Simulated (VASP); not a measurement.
Runs of VASP 6.6.1 on HfO2. The structure is that of space group I4_1/amd (No. 141), or close to it. The cells are those of the table. 

| task | level | potentials or basis | cell | k mesh | cutoff (eV) | smearing | gap on the mesh (eV) | pressure (GPa) | relaxed volume (Å³/atom) | largest force (eV/Å) |
| --- | --- | --- | --- | --- | --- | --- | --- | --- | --- | --- |
| single point | LDA | VASP PAW LDA potentials, release 64 (Hf_pv, O) | a = 5.981 Å, angles 141.0, 141.0, 56.3°, 6 atoms | 10 × 10 × 10 | 520 | gaussian 0.01 eV | 4.27 | -8.0 | - | 0.17 |
| relaxation of cell and atoms | PBEsol | VASP PAW PBE potentials, release 64 (Hf_pv, O) | relaxed from a = 6.035 Å, angles 141.1, 141.1, 56.2°, 6 atoms | 8 × 8 × 8 | 600 | fermi-dirac 0.02 eV | 4.39 | 0.0 | (b) | - |
| relaxation of cell and atoms | LDA | VASP PAW LDA potentials, release 64 (Hf_pv, O) | relaxed from a = 6.035 Å, angles 141.1, 141.1, 56.2°, 6 atoms | 8 × 8 × 8 | 600 | fermi-dirac 0.02 eV | 4.35 | 0.0 | 13.45 | - |
| single point | r2SCAN | VASP PAW PBE potentials, release 64 (Hf_pv, O) | a = 5.981 Å, angles 141.0, 141.0, 56.3°, 6 atoms | 10 × 10 × 10 | 520 | gaussian 0.01 eV | (c) | (a) | - | 0.05 |

Alike in all rows: no spin polarisation.

**Question.** Fill in the values left out.

**Answer.** (a) -2.8; (b) 13.75; (c) 5.03.

Caveats: spin-orbit coupling is left out, which moves the levels of the heavy elements; the PAW data sets were made with another functional, which shifts forces and pressure a little (at least some runs); the cell stands under tension (at least some runs).

A k mesh can miss the band edges, and the runs leave out spin-orbit coupling on Hf.
